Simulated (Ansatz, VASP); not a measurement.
# HfB in VASP and in Ansatz

```
Hf B
1.0
     0.00000    2.40025    2.40025
     2.40025    0.00000    2.40025
     2.40025    2.40025    0.00000
Hf B
1 1
Direct
  0.50000 0.50000 0.50000
  0.00000 0.00000 0.00000
```

Alike in both runs: task single point; functional PBE; dispersion D4; k mesh 8 × 8 × 8; occupations gaussian, width 0.05 eV; no spin polarisation.

|  | VASP | Ansatz |
| --- | --- | --- |
| version | VASP 6.6.1 | Ansatz 0.2.0 |
| potentials or method | VASP PAW PBE potentials, release 64 (Hf_pv, B), cutoff 500 eV | scalar-relativistic, plane waves, PAW |
| valence electrons in the cell | 13 | 29 |

VASP gave:

| Item | Value |
| --- | --- |
| gap on the k mesh at the Fermi level (eV) | none |
| pressure (GPa) | 0.1 |

Question: What did Ansatz give for the same quantities?

Answer: gap on the k mesh at the Fermi level (eV): none; pressure (GPa): 0.0.

A gap of «none» marks a metal or a gap that the smearing closes. VASP's potentials hold 13 valence electrons a cell and Ansatz's 29, so a difference there can come from the potentials and not from the codes.

Neither program's run includes spin-orbit coupling.
